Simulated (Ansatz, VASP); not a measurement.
# One calculation of SiC, two programs

```
Si C
1.0
     3.11648    0.00000    0.00000
    -1.55824    2.69895    0.00000
     0.00000    0.00000    5.11443
Si C
2 2
Cartesian
  1.5582 0.8996 2.5572
  0.0000 1.7993 0.0000
  1.5582 0.8996 4.5263
  0.0000 1.7993 1.9691
```

Alike in both runs: task single point; functional b88 exchange, pbe correlation; k mesh 10 × 10 × 5; occupations fermi-dirac, width 0.05 eV; no spin polarisation.

```csv
,VASP,Ansatz
version,VASP 6.6.1,Ansatz 0.2.0
potentials or method,"VASP PAW PBE potentials, release 64 (Si, C)",Ansatz PAW
plane-wave cutoff (eV),600,420
valence electrons in the cell,16,16
```

Ansatz gave:

```
gap on the k mesh at the Fermi level (eV)                     : 2.53
least direct gap on the mesh (eV)                             : 4.01
pressure (GPa)                                                : -4.4
traceless stress, the component that is largest in VASP (GPa) : -2.17
rms of the force components (eV/Å)                            : 0.400
```

Task: Which values does VASP return?

Result: gap on the k mesh at the Fermi level (eV): 2.52; least direct gap on the mesh (eV): 4.00; pressure (GPa): -4.6; traceless stress, the component that is largest in VASP (GPa): -2.17; rms of the force components (eV/Å): 0.401.

VASP's potentials were made for PBE, not for b88 exchange, pbe correlation. Atom by atom the forces differ by 0.001 eV/Å (rms over components). With one functional, cell and mesh, what is left measures potentials, basis and numerics.

Noted on Ansatz's run: odd divisions of the mesh miss points on the zone boundary, where band edges often lie, so the gap on the mesh can be too wide.
